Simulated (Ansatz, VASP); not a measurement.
## One calculation of In2O3, two programs

POSCAR

```
In2O3
1.0
    2.8916334180      1.6694853323      4.7320843872
   -2.8916334180      1.6694853323      4.7320843872
    0.0000000000     -3.3389706646      4.7320843872
In O
4 6
Direct
    0.3570704061      0.3570704061      0.3570704061
    0.1429295939      0.1429295939      0.1429295939
    0.6429295939      0.6429295939      0.6429295939
    0.8570704061      0.8570704061      0.8570704061
    0.5465740402      0.9534259598      0.2500000000
    0.2500000000      0.5465740402      0.9534259598
    0.9534259598      0.2500000000      0.5465740402
    0.4534259598      0.0465740402      0.7500000000
    0.7500000000      0.4534259598      0.0465740402
    0.0465740402      0.7500000000      0.4534259598
```

The input INCAR.step1:

```
SYSTEM = In2O3
ALGO     = Normal         ! electronic algorithm
EDIFF    = 1E-4           ! SCF threshold, eV
ENCUT    = 520            ! plane-wave cutoff, eV
GGA      = PE             ! functional
ISMEAR   = 0              ! smearing method
LASPH    = .True.         ! aspherical terms in the spheres
LCHARG   = .False.        ! write CHGCAR
LREAL    = .False.        ! projectors in reciprocal space
LWAVE    = .True.         ! write WAVECAR
NBANDS   = 55             ! bands
NELM     = 80             ! most SCF steps
PREC     = Accurate       ! precision mode
SIGMA    = 0.05           ! smearing width, eV
```

INCAR.step2

```
SYSTEM = In2O3
ALGO     = Normal         ! electronic algorithm
EDIFF    = 1E-6           ! SCF threshold, eV
ENCUT    = 520            ! plane-wave cutoff, eV
ISIF     = 2              ! what is computed and relaxed
ISMEAR   = 0              ! smearing method
ISTART   = 1            
LASPH    = .True.         ! aspherical terms in the spheres
LCHARG   = .False.        ! write CHGCAR
LMIXTAU  = .True.       
LREAL    = .False.        ! projectors in reciprocal space
LWAVE    = .False.        ! write WAVECAR
METAGGA  = R2SCAN         ! meta-GGA
NBANDS   = 55             ! bands
NELM     = 80             ! most SCF steps
PREC     = Accurate       ! precision mode
SIGMA    = 0.05           ! smearing width, eV
```

File KPOINTS:

```
k-points
0
Gamma
  6 6 6
  0 0 0
```

Input for Ansatz:

```yaml
crystal:
  lattice:
    - [2.891633418, 1.6694853323, 4.7320843872]
    - [-2.891633418, 1.6694853323, 4.7320843872]
    - [0.0, -3.3389706646, 4.7320843872]
  atoms:
    - { symbol: In, position: [0.3570704061, 0.3570704061, 0.3570704061] }
    - { symbol: In, position: [0.1429295939, 0.1429295939, 0.1429295939] }
    - { symbol: In, position: [0.6429295939, 0.6429295939, 0.6429295939] }
    - { symbol: In, position: [0.8570704061, 0.8570704061, 0.8570704061] }
    - { symbol: O, position: [0.5465740402, 0.9534259598, 0.25] }
    - { symbol: O, position: [0.25, 0.5465740402, 0.9534259598] }
    - { symbol: O, position: [0.9534259598, 0.25, 0.5465740402] }
    - { symbol: O, position: [0.4534259598, 0.0465740402, 0.75] }
    - { symbol: O, position: [0.75, 0.4534259598, 0.0465740402] }
    - { symbol: O, position: [0.0465740402, 0.75, 0.4534259598] }
basis:
  ecutwfc: 500
kpoints:
  mp_grid: { grid: [6, 6, 6] }
hamiltonian:
  xc: r2scan
scf:
  occupations: { method: gaussian, width: 0.05 }
output:
  forces: true
  stress: true
  eigenvalues: true
```

Change from the starting cell: strain +0.050 along x and y, -0.025 along z, atoms carried along.

Alike in both runs: task single point; functional r2SCAN; k mesh 6 × 6 × 6; occupations gaussian, width 0.05 eV; no spin polarisation.

|  | VASP | Ansatz |
| --- | --- | --- |
| version | VASP 6.6.1 | Ansatz 0.2.0 |
| potentials or method | VASP PAW PBE potentials, release 64 (In_d, O), cutoff 520 eV | scalar-relativistic, plane waves, PAW |
| valence electrons in the cell | 88 | 88 |

Ansatz gave:

| Property | Result |
| --- | --- |
| gap on the k mesh at the Fermi level (eV) | 1.12 |
| least direct gap on the mesh (eV) | 1.32 |
| pressure (GPa) | -11.9 |
| traceless stress, the component that is largest in VASP (GPa) | 9.25 |
| rms of the force components (eV/Å) | 0.129 |

Problem. Estimate VASP's values.

Solution. gap on the k mesh at the Fermi level (eV): 1.12; least direct gap on the mesh (eV): 1.32; pressure (GPa): -11.1; traceless stress, the component that is largest in VASP (GPa): 9.16; rms of the force components (eV/Å): 0.142.

VASP's potentials were made for PBE, not for r2SCAN. Atom by atom the forces differ by 0.013 eV/Å (rms over components). The functional is the same, so the differences come from potentials, cutoffs and numerics.
